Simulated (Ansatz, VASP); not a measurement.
## One calculation of Ta, two programs

```
CELL_PARAMETERS angstrom
0.00000 2.09634 2.09634
2.09634 0.00000 2.09634
2.09634 2.09634 0.00000
ATOMIC_POSITIONS crystal
Ta 0.00000 0.00000 0.00000
```

Alike in both runs: task single point; functional PBE; k mesh 4 × 4 × 4; occupations fermi-dirac, width 0.15 eV; non-collinear spin, spin-orbit coupling.

|  | VASP | Ansatz |
| --- | --- | --- |
| version | VASP 6.6.1 | Ansatz 0.2.0 development build |
| potentials or method | VASP PAW PBE potentials, release 64 (Ta_pv) | plane waves, PAW datasets (hand-made set) |
| plane-wave cutoff (eV) | 500 | 520 |
| valence electrons in the cell | 11 | 27 |

|  | VASP | Ansatz | Ansatz less VASP |
| --- | --- | --- | --- |
| net moment per atom (μB) | 0.00 | 0.00 | 0.000 |

With one functional, cell and mesh, what is left measures potentials, basis and numerics. VASP's potentials hold 11 valence electrons a cell and Ansatz's 27, so a difference there can come from the potentials and not from the codes. Ansatz's warnings: stress scf threshold loose.

The k mesh is coarse, so the values compare programs but aren't converged.
